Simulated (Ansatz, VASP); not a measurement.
**One calculation of Sb, two programs**

File INCAR:

```
SYSTEM = Sb
ALGO = Normal ; EDIFF = 1E-6
EDIFFG = -0.01 ; ENCUT = 600
GGA = RP ; IBRION = 2
ISIF = 3 ; ISMEAR = -1
IVDW = 12 ; LASPH = .TRUE.
LCHARG = .FALSE. ; LREAL = .FALSE.
LWAVE = .FALSE. ; NELM = 80
NSW = 60 ; PREC = Accurate
SIGMA = 0.05
```

The input KPOINTS:

```
k-points
0
G
  12 12 12
  0 0 0
```

Contents of POSCAR:

```
Sb
1.0
   -1.5765401831      1.5765401831      2.7119384313
    1.5765401831     -1.5765401831      2.7119384313
    1.5765401831      1.5765401831     -2.7119384313
Sb
1
Direct
    0.0000000000      0.0000000000      0.0000000000
```

The input input.yaml:

```yaml
crystal:
  lattice:
    - [-1.5765401831, 1.5765401831, 2.7119384313]
    - [1.5765401831, -1.5765401831, 2.7119384313]
    - [1.5765401831, 1.5765401831, -2.7119384313]
  atoms:
    - { symbol: Sb, position: [0.0, 0.0, 0.0] }
hamiltonian:
  xc: rpbe
  pseudopotentials: { kind: paw }
  dispersion: d3bj
kpoints:
  mp_grid: { grid: [12, 12, 12] }
scf:
  occupations: { method: fermi_dirac, width: 0.05 }
output:
  forces: true
  stress: true
  eigenvalues: true
  write_density: true
  write_potential: true
  elf: true
  volumetric_format: npy
relax:
  f_tol: 0.01
  max_steps: 40
  cell: { stress_tol: 0.05 }
```

Alike in both runs: task relaxation of cell and atoms; functional RPBE; dispersion D3(BJ); k mesh 12 × 12 × 12; occupations fermi-dirac, width 0.05 eV; no spin polarisation.

|  | VASP | Ansatz |
| --- | --- | --- |
| version | VASP 6.6.1 | Ansatz 0.2.0 |
| potentials or method | VASP PAW PBE potentials, release 64 (Sb) | Ansatz PAW |
| plane-wave cutoff (eV) | 600 | 420 |
| valence electrons in the cell | 5 | 15 |

|  | VASP | Ansatz | Ansatz less VASP |
| --- | --- | --- | --- |
| gap on the k mesh at the Fermi level, each at its own relaxed structure (eV) | none | none | - |
| relaxed volume (Å³/atom) | 19.96 | 19.96 | +0.003 |
| relaxed cell length with the largest relative difference (Å) | 3.045 | 3.045 | +0.0002 |

VASP's potentials were made for PBE, not for RPBE. A gap of «none» marks a metal or a gap that the smearing closes. VASP's potentials hold 5 valence electrons a cell and Ansatz's 15, so a difference there can come from the potentials and not from the codes.

Neither program's run includes spin-orbit coupling. Noted on VASP's run: the volume moved by over 15 % at a fixed basis, so the end points are rough. Noted on Ansatz's run: the volume moved by over 15 % at a fixed basis, so the end points are rough; the plane-wave basis is chosen anew once the cell has moved, so the energies of steps on either side of that aren't comparable.
